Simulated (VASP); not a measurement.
# CdS (Fd-3m) in VASP: further runs

Runs on CdS. Level: PBE. Tasks: single point, relaxation of cell and atoms.

All numbers are computed with VASP 6.6.1; they aren't measurements. Logs are shortened: lines on timing, memory, paths and dates and some standing lists are left out, and cuts for length are marked.

### Step 1. The cell of the first run

It takes space group Fd-3m (No. 227, cubic). The conventional cell has a = 6.836 Å, b = 6.836 Å, c = 6.836 Å, α = 90.00°, β = 90.00°, γ = 90.00°. Cd (site symmetry -43m) has 10 S at 2.96 to 3.42 Å and 4 Cd at 2.96 Å within 3.9 Å. Within 3.9 Å of S (site symmetry -43m) lie 10 Cd at 2.96 to 3.42 Å and 4 S at 2.96 Å.

### Step 2. Single point, PBE

INCAR reads:

```
SYSTEM = CdS
PREC = Accurate ; ENCUT = 520
EDIFF = 1E-6 ; ISMEAR = 0
SIGMA = 0.1 ; LREAL = .False.
LASPH = .True. ; NELM = 100
ALGO = Normal ; ISIF = 2
LWAVE = .False. ; LCHARG = .False.
GGA = PE ; NBANDS = 26
```

KPOINTS reads:

```
regular mesh
0
Gamma
  12 12 12
  0 0 0
```

POSCAR reads:

```
CdS
1.0
    0.0000000000      3.4181638891      3.4181638891
    3.4181638891      0.0000000000      3.4181638891
    3.4181638891      3.4181638891      0.0000000000
Cd S
2 2
Direct
    0.0000000000      0.0000000000      0.0000000000
    0.2500000000      0.2500000000      0.2500000000
    0.5000000000      0.5000000000      0.5000000000
    0.7500000000      0.7500000000      0.7500000000
```

Potentials or basis: VASP PAW PBE potentials, release 64 (Cd, S).

Command:

```console
$ cat potpaw_PBE.64/Cd/POTCAR potpaw_PBE.64/S/POTCAR > POTCAR
$ mpirun -np 1 vasp_std > vasp.out
```

OUTCAR:

```text
SYSTEM = CdS
   PREC = Accurate
   ENCUT = 520
   EDIFF = 1E-6
   ISMEAR = 0
   LREAL = .False.
   LASPH = .True.
   NELM = 100
   ISIF = 2
   GGA = PE

 ion  position               nearest neighbor table
   1  0.000  0.000  0.000-   4 2.96   4 2.96   4 2.96   2 2.96   2 2.96   2 2.96   4 2.96   2 2.96

   2  0.250  0.250  0.250-   1 2.96   1 2.96   1 2.96   3 2.96   3 2.96   3 2.96   3 2.96   1 2.96

   3  0.500  0.500  0.500-   2 2.96   2 2.96   2 2.96   2 2.96
   4  0.750  0.750  0.750-   1 2.96   1 2.96   1 2.96   1 2.96

  LATTYP: Found a face centered cubic cell.
 ALAT       =     6.8363277782

  Lattice vectors:

 A1 = (   0.0000000000,   3.4181638891,   3.4181638891)
 A2 = (   3.4181638891,   0.0000000000,   3.4181638891)
 A3 = (   3.4181638891,   3.4181638891,   0.0000000000)

Analysis of symmetry for initial positions (statically):
=====================================================================
 Subroutine PRICEL returns:
 Original cell was already a primitive cell.

 Routine SETGRP: Setting up the symmetry group for a
 face centered cubic supercell.

 Subroutine GETGRP returns: Found 48 space group operations
 (whereof 24 operations were pure point group operations)
 out of a pool of 48 trial point group operations.

The static configuration has the point symmetry T_d .
 The point group associated with its full space group is O_h .

Analysis of symmetry for dynamics (positions and initial velocities):
=====================================================================
 Subroutine PRICEL returns:
 Original cell was already a primitive cell.

 Routine SETGRP: Setting up the symmetry group for a
 face centered cubic supercell.

 Subroutine GETGRP returns: Found 48 space group operations
 (whereof 24 operations were pure point group operations)
 out of a pool of 48 trial point group operations.

The dynamic configuration has the point symmetry T_d .
 The point group associated with its full space group is O_h .

 Subroutine INISYM returns: Found 48 space group operations
 (whereof 24 operations are pure point group operations),
 and found     1 'primitive' translations

----------------------------------------------------------------------------------------

                                     Primitive cell

  volume of cell :      79.8746

  direct lattice vectors                    reciprocal lattice vectors
     0.000000000  3.418163889  3.418163889    -0.146277363  0.146277363  0.146277363
     3.418163889  0.000000000  3.418163889     0.146277363 -0.146277363  0.146277363
     3.418163889  3.418163889  0.000000000     0.146277363  0.146277363 -0.146277363

  length of vectors
     4.834013730  4.834013730  4.834013730     0.253359825  0.253359825  0.253359825

  position of ions in fractional coordinates (direct lattice)
     0.000000000  0.000000000  0.000000000
     0.250000000  0.250000000  0.250000000
     0.500000000  0.500000000  0.500000000
     0.750000000  0.750000000  0.750000000

  ion indices of the primitive-cell ions
   primitive index   ion index
                 1           1
                 2           2
                 3           3
                 4           4

----------------------------------------------------------------------------------------

 KPOINTS: regular mesh

Automatic generation of k-mesh.
 Grid dimensions read from file:
 generate k-points for:   12   12   12

 Generating k-lattice:

  Cartesian coordinates                     Fractional coordinates (reciprocal lattice)
    -0.012189780  0.012189780  0.012189780     0.083333333  0.000000000  0.000000000
     0.012189780 -0.012189780  0.012189780     0.000000000  0.083333333  0.000000000
     0.012189780  0.012189780 -0.012189780     0.000000000  0.000000000  0.083333333

  Length of vectors
     0.021113319  0.021113319  0.021113319

  Shift w.r.t. Gamma in fractional coordinates (k-lattice)
     0.000000000  0.000000000  0.000000000

 Subroutine IBZKPT returns following result:
 ===========================================

 Found     72 irreducible k-points:

 Following reciprocal coordinates:
            Coordinates               Weight
  0.000000  0.000000  0.000000      1.000000
  0.083333  0.000000  0.000000      8.000000
  0.166667  0.000000  0.000000      8.000000
  0.250000  0.000000  0.000000      8.000000
  0.333333  0.000000  0.000000      8.000000
  0.416667  0.000000  0.000000      8.000000
[... 16 lines left out ...]
  0.500000  0.166667  0.000000     24.000000
 -0.416667  0.166667  0.000000     24.000000
 [... further k-points ...]
   k-points           NKPTS =     72   k-points in BZ     NKDIM =     72   number of bands    NBANDS=     26
   number of dos      NEDOS =    301   number of ions     NIONS =      4
   total plane-waves  NPLWV =  46656
   dimension x,y,z NGX =    36 NGY =   36 NGZ =   36
   dimension x,y,z NGXF=    72 NGYF=   72 NGZF=   72
   ions per type =               2   2
   NGX,Y,Z   is equivalent  to a cutoff of  12.38, 12.38, 12.38 a.u.
   NGXF,Y,Z  is equivalent  to a cutoff of  24.76, 24.76, 24.76 a.u.
 SYSTEM =  CdS
   PREC   = accura    normal or accurate (medium, high low for compatibility)
   ISTART =      0    job   : 0-new  1-cont  2-samecut
   ICHARG =      2    charge: 1-file 2-atom 10-const
   ISPIN  =      1    spin polarized calculation?
   LNONCOLLINEAR =      F non collinear calculations
   LSORBIT =      F    spin-orbit coupling
   LASPH  =      T    aspherical Exc in radial PAW
   ENCUT  =  520.0 eV  38.22 Ry    6.18 a.u.   8.99  8.99  8.99*2*pi/ulx,y,z
   NELM   =    100;   NELMIN=  2; NELMDL= -5     # of ELM steps
   EDIFF  = 0.1E-05   stopping-criterion for ELM
   LREAL  =      F    real-space projection
   EDIFFG = 0.1E-04   stopping-criterion for IOM
   NSW    =      0    number of steps for IOM
   IBRION =     -1    ionic relax: 0-MD 1-quasi-New 2-CG
   NFREE  =      0    steps in history (QN), initial steepest desc. (CG)
   ISIF   =      2    stress and relaxation
   ISYM   =      2    0-nonsym 1-usesym 2-fastsym
   POTIM  = 0.5000    time-step for ionic-motion
   TEBEG  =    0.0;   TEEND  =   0.0 temperature during run
   PSTRESS=    0.0 pullay stress
   NELECT =      36.0000    total number of electrons
   NUPDOWN=      -1.0000    fix difference up-down
   EMIN   =  10.00;   EMAX   =-10.00  energy-range for DOS
   EFERMI =   0.00;   METHOD = LEGACY
   ISMEAR =     0;   SIGMA  =   0.10  broadening in eV -4-tet -1-fermi 0-gaus
   EFERMI_NEDOS =   21; number of points for ismear=-14 and -15
   IALGO  =     38    algorithm
   IMIX   =      4    mixing-type and parameters
     AMIX     =   0.40;   BMIX     =  1.00
     AMIX_MAG =   1.60;   BMIX_MAG =  1.00
  volume/ion in A,a.u.               =      19.97       134.76
  Fermi-wavevector in a.u.,A,eV,Ry     =   1.255180  2.371947 21.435674  1.575478
  Thomas-Fermi vector in A             =   2.388949
   LORBIT       =      0    0 simple, 1 ext, 2 COOP (PROOUT), +10 PAW based schemes
   GGA     = PE    functional components
   LHFCALC =     F    Hartree Fock is set to
   AEXX    =    0.0000 exact exchange contribution
   IVDW    =     0    specifies the selected vdW correction
   LEPSILON=     F    determine dielectric tensor
   LRPA    =     F    only Hartree local field effects (RPA)
 non-spin polarized calculation
 Gauss-broadening in eV      SIGMA  =   0.10
  energy-cutoff  :      520.00
  volume of cell :       79.87
 maximum number of plane-waves:      2180
   NGX = 17   NGY = 17   NGZ = 17

 number of electron      36.0000002 magnetization

 Free energy of the ion-electron system (eV)
  ---------------------------------------------------
  ext. energy  EPLUGINS =         0.00000000
  ---------------------------------------------------
  free energy    TOTEN  =        -8.46051628 eV

  energy without entropy =       -8.45382187  energy(sigma->0) =       -8.45716908

 E-fermi :   3.9214     XC(G=0): -10.7148

 val. band max:        3.8857953820   @ k =  -0.4167   0.3333   0.0000
 cond. band min:       3.9231910825   @ k =   0.5000   0.3333   0.0000
 fundamental gap:      0.0373957005
 Fermi energy:         3.9213917725

 k-point     1 :       0.0000    0.0000    0.0000
  band No.  band energies     occupation
      1      -9.8702      2.00000
      2      -6.6604      2.00000
      3      -5.0895      2.00000
      4      -5.0895      2.00000
      5      -5.0895      2.00000
      6      -4.9906      2.00000
[... 18 lines left out ...]
     25      10.4526      0.00000
     26      12.5591      0.00000

 k-point     2 :       0.0833    0.0000    0.0000
  band No.  band energies     occupation
      1      -9.8324      2.00000
      2      -6.7293      2.00000
      3      -5.1081      2.00000
      4      -5.1081      2.00000
      5      -5.0525      2.00000
      6      -4.9661      2.00000
[... 18 lines left out ...]
     25      10.7384      0.00000
     26      12.2027      0.00000

 k-point     3 :       0.1667    0.0000    0.0000
  band No.  band energies     occupation
      1      -9.7228      2.00000
      2      -6.9095      2.00000
      3      -5.1334      2.00000
      4      -5.1334      2.00000
      5      -4.9957      2.00000
      6      -4.9289      2.00000
[... 18 lines left out ...]
     25      11.4723      0.00000
     26      11.6065      0.00000

 k-point     4 :       0.2500    0.0000    0.0000
  band No.  band energies     occupation
      1      -9.5539      2.00000
      2      -7.1545      2.00000
      3      -5.1443      2.00000
      4      -5.1443      2.00000
      5      -4.9847      2.00000
      6      -4.9143      2.00000
[... 18 lines left out ...]
     25      11.8016      0.00000
     26      12.4742      0.00000
[... 496 lines left out ...]
      1      -9.1707      2.00000
      2      -7.6550      2.00000
      3      -5.1103      2.00000
      4      -5.0980      2.00000
      5      -4.9652      2.00000
      6      -4.9079      2.00000
[... 18 lines left out ...]
     25      11.7048      0.00000
     26      13.2525      0.00000

 k-point    23 :       0.5000    0.1667    0.0000
  band No.  band energies     occupation
      1      -9.0104      2.00000
      2      -7.8354      2.00000
      3      -5.1190      2.00000
      4      -5.0967      2.00000
      5      -4.9474      2.00000
      6      -4.8972      2.00000
[... 18 lines left out ...]
     25      11.6224      0.00000
     26      14.2451      0.00000

 k-point    24 :      -0.4167    0.1667    0.0000
  band No.  band energies     occupation
      1      -8.9851      2.00000
      2      -7.8600      2.00000
      3      -5.1512      2.00000
      4      -5.0815      2.00000
      5      -4.9446      2.00000
      6      -4.8683      2.00000
[... 18 lines left out ...]
     25      11.3987      0.00000
     26      14.0212      0.00000

 [... further k-points ...]
[... 5 lines left out ...]
  --------------------------------------------------------------------------------------
  -------------------------------------------------------------------------------------
  Total        0.1371380      0.1371380      0.1371380      0.0000000      0.0000000     -0.0000000
  in kB        2.7508038      2.7508038      2.7508038      0.0000000      0.0000000     -0.0000000
  external PRESSURE =       2.7508038 kB  Pullay stress =       0.0000000 kB

 VOLUME and BASIS-vectors are now :
 -----------------------------------------------------------------------------
  energy-cutoff  :      520.00
  volume of cell :       79.87
      direct lattice vectors                 reciprocal lattice vectors
     0.000000000  3.418163889  3.418163889    -0.146277363  0.146277363  0.146277363
     3.418163889  0.000000000  3.418163889     0.146277363 -0.146277363  0.146277363
     3.418163889  3.418163889  0.000000000     0.146277363  0.146277363 -0.146277363

 POSITION                                       TOTAL-FORCE (eV/Angst)
 -----------------------------------------------------------------------------------
      0.00000      0.00000      0.00000        -0.000000     -0.000000     -0.000000
      1.70908      1.70908      1.70908         0.000000      0.000000      0.000000
      3.41816      3.41816      3.41816         0.000000      0.000000      0.000000
      5.12725      5.12725      5.12725        -0.000000     -0.000000     -0.000000
 -----------------------------------------------------------------------------------
    total drift:                                0.000000      0.000000      0.000000

  FREE ENERGIE OF THE ION-ELECTRON SYSTEM (eV)
  ---------------------------------------------------
  free  energy   TOTEN  =        -8.4605162815 eV

  energy  without entropy=       -8.4538218699  energy(sigma->0) =       -8.45716908
```

Wall time 72 s (1 thread of Intel Xeon 6975P-C, shared host); peak memory 0.28 GiB.

What came out:

```
Free energy            : -8.4605 eV
Pressure               : 0.3 GPa
Band gap on the k mesh : zero (band 18 reaches 4.22 eV, above the bottom of band 19 at 2.40 eV)
```

Levels at points of the mesh, in eV from the Fermi level:
```tsv
k point	band 16	band 17	band 18	band 19	band 20	band 21
(0.00, 0.00, 0.00)	-2.83	-1.52	-1.52	-1.52	3.37	3.37
(0.50, 0.00, 0.00)	-1.31	-1.31	-0.47	-0.13	1.09	3.50
(0.50, 0.50, 0.00)	-4.20	0.30	0.30	1.24	1.24	4.59
```

### Step 3. Relaxation of cell and atoms, PBE

This run uses another cell than the first one, of 19.86 Å³/atom, 0.994 times its volume.

INCAR reads:

```
SYSTEM = CdS
PREC     = Accurate       ! precision mode
ENCUT    = 600            ! plane-wave cutoff, eV
EDIFF    = 1E-6           ! SCF threshold, eV
ISMEAR   = 0              ! smearing method
SIGMA    = 0.1            ! smearing width, eV
LREAL    = .FALSE.        ! projectors in reciprocal space
LASPH    = .TRUE.         ! aspherical terms in the spheres
NELM     = 60             ! most SCF steps
ALGO     = Normal         ! electronic algorithm
ISIF     = 3              ! what is computed and relaxed
LWAVE    = .FALSE.        ! write WAVECAR
LCHARG   = .FALSE.        ! write CHGCAR
GGA      = PE             ! functional
IBRION   = 2              ! ionic algorithm
NSW      = 100            ! ionic steps
EDIFFG   = -0.01          ! ionic threshold
```

KPOINTS reads:

```
Automatic mesh
0
G
  12 12 12
  0 0 0
```

POSCAR reads:

```
CdS
1.0
    0.0000000000      3.4116704124      3.4116704124
    3.4116704124      0.0000000000      3.4116704124
    3.4116704124      3.4116704124      0.0000000000
Cd S
2 2
Direct
    0.0000000000      0.0000000000      0.0000000000
    0.2500000000      0.2500000000      0.2500000000
    0.5000000000      0.5000000000      0.5000000000
    0.7500000000      0.7500000000      0.7500000000
```

Potentials or basis: VASP PAW PBE potentials, release 64 (Cd, S).

Command:

```console
$ cat potpaw_PBE.64/Cd/POTCAR potpaw_PBE.64/S/POTCAR > POTCAR
$ mpirun -np 1 vasp_std > vasp.out
```

OUTCAR:

```text
SYSTEM = CdS
   PREC = Accurate
   ENCUT = 600
   EDIFF = 1E-6
   ISMEAR = 0
   LREAL = .FALSE.
   LASPH = .TRUE.
   NELM = 60
   ISIF = 3
   GGA = PE
   IBRION = 2
   NSW = 100
   EDIFFG = -0.01

 ion  position               nearest neighbor table
   1  0.000  0.000  0.000-   2 2.95   4 2.95   4 2.95   4 2.95   4 2.95   2 2.95   2 2.95   2 2.95

   2  0.250  0.250  0.250-   1 2.95   3 2.95   1 2.95   1 2.95   1 2.95   3 2.95   3 2.95   3 2.95

   3  0.500  0.500  0.500-   2 2.95   2 2.95   2 2.95   2 2.95
   4  0.750  0.750  0.750-   1 2.95   1 2.95   1 2.95   1 2.95

  LATTYP: Found a face centered cubic cell.
 ALAT       =     6.8233408248

[... 261 lines left out ...]
--------------------------------------- Ionic step        3  -------------------------------------------

 number of electron      35.9999997 magnetization

 Free energy of the ion-electron system (eV)
  ---------------------------------------------------
  ext. energy  EPLUGINS =         0.00000000
  ---------------------------------------------------
  free energy    TOTEN  =        -8.46008546 eV

  energy without entropy =       -8.45333317  energy(sigma->0) =       -8.45670932

 E-fermi :   3.8842     XC(G=0): -10.6966

 val. band max:        3.8493153918   @ k =  -0.4167   0.3333   0.0000
 cond. band min:       3.8868178045   @ k =   0.5000   0.3333   0.0000
 fundamental gap:      0.0375024127
 Fermi energy:         3.8841740920

 k-point     1 :       0.0000    0.0000    0.0000
  band No.  band energies     occupation
      1      -9.8814      2.00000
      2      -6.6965      2.00000
      3      -5.1156      2.00000
      4      -5.1156      2.00000
      5      -5.1156      2.00000
      6      -5.0175      2.00000
[... 589 lines left out ...]
     21       7.0355      0.00000
     22       7.2484      0.00000

 [... further k-points ...]
[... 5 lines left out ...]
  --------------------------------------------------------------------------------------
  -------------------------------------------------------------------------------------
  Total        0.0037596      0.0037596      0.0037596      0.0000000     -0.0000000      0.0000000
  in kB        0.0751373      0.0751373      0.0751373      0.0000000     -0.0000000      0.0000000
  external PRESSURE =       0.0751373 kB  Pullay stress =       0.0000000 kB
[... 19 lines left out ...]
  FREE ENERGIE OF THE ION-ELECTRON SYSTEM (eV)
  ---------------------------------------------------
  free  energy   TOTEN  =        -8.4600854583 eV

  energy  without entropy=       -8.4533331739  energy(sigma->0) =       -8.45670932

 reached required accuracy - stopping structural energy minimisation
```

OSZICAR:

```text
N       E                     dE             d eps       ncg     rms          rms(c)
DAV:   1     0.280378697243E+03    0.28038E+03   -0.20167E+04  3176   0.175E+03
DAV:   2     0.625621202594E+01   -0.27412E+03   -0.26688E+03  3504   0.397E+02
DAV:   3    -0.956584396743E+01   -0.15822E+02   -0.15589E+02  3726   0.921E+01
DAV:   4    -0.976126309373E+01   -0.19542E+00   -0.19418E+00  3270   0.951E+00
[... 19 lines left out ...]
DAV:   2    -0.846014953110E+01    0.66913E-03   -0.18079E-03  3180   0.506E-01    0.641E-02
DAV:   3    -0.846008522551E+01    0.64306E-04   -0.21826E-04  3420   0.130E-01    0.536E-02
DAV:   4    -0.846008412468E+01    0.11008E-05   -0.90589E-06  3174   0.257E-02    0.119E-02
DAV:   5    -0.846008521182E+01   -0.10871E-05   -0.10663E-06  1584   0.903E-03    0.200E-03
DAV:   6    -0.846008545833E+01   -0.24650E-06   -0.18396E-07  1584   0.367E-03
   3 F= -.84600855E+01 E0= -.84567093E+01  d E =-.140813E-02
```

CONTCAR:

```text
CdS
   1.00000000000000
     0.0000000000000000    3.4223363321435167    3.4223363321435167
     3.4223363321435167    0.0000000000000000    3.4223363321435167
     3.4223363321435167    3.4223363321435167    0.0000000000000000
  Cd              S
     2     2
Direct
     0.0000000000000000    0.0000000000000000    0.0000000000000000
     0.2500000000000000    0.2500000000000000    0.2500000000000000
     0.5000000000000000    0.5000000000000000    0.5000000000000000
     0.7500000000000000    0.7500000000000000    0.7500000000000000

  0.00000000E+00  0.00000000E+00  0.00000000E+00
  0.00000000E+00  0.00000000E+00  0.00000000E+00
  0.00000000E+00  0.00000000E+00  0.00000000E+00
  0.00000000E+00  0.00000000E+00  0.00000000E+00
```

Run time: 2.9 min. Hardware: 1 thread of Intel Xeon 6975P-C, shared host; peak memory 0.34 GiB.

Results:

| Item | Value |
| --- | --- |
| Free energy | -8.4601 eV |
| Relaxed volume | 20.04 Å³/atom |
| Relaxed cell | a = 4.840 Å, b = 4.840 Å, c = 4.840 Å, α = 60.00°, β = 60.00°, γ = 60.00° |
| Space group after relaxing (to 0.05 Å) | Fd-3m (No. 227) |
| Energy gained by relaxing | 0.4 meV/atom |
| Ionic steps | 3 |
| Pressure after relaxing | 0.0 GPa |
| Band gap on the k mesh | zero (band 18 reaches 4.19 eV, above the bottom of band 19 at 2.38 eV) |

Step by step:
```
step  energy change (eV)  largest force (eV/Å)  pressure (GPa)  volume (Å³)
   1              0.0000                0.0000            0.61        79.42
   2             -0.0014                0.0000           -0.10        80.29
   3             -0.0014                0.0000            0.01        80.17
```

Final structure:
```
CELL_PARAMETERS angstrom
0.00000 3.42234 3.42234
3.42234 0.00000 3.42234
3.42234 3.42234 0.00000
ATOMIC_POSITIONS crystal
Cd 0.00000 0.00000 0.00000
Cd 0.25000 0.25000 0.25000
S 0.50000 0.50000 0.50000
S 0.75000 0.75000 0.75000
```

Levels at points of the mesh, in eV from the Fermi level:
```csv
k point,band 15,band 16,band 17,band 18,band 19,band 20,band 21,band 22
"(0.00, 0.00, 0.00)",-2.82,-2.82,-1.51,-1.51,-1.51,3.37,3.37,3.37
"(0.50, 0.00, 0.00)",-3.23,-1.30,-1.30,-0.47,-0.13,1.08,3.50,3.50
"(0.50, 0.50, 0.00)",-4.19,-4.19,0.30,0.30,1.24,1.24,4.59,4.59
```
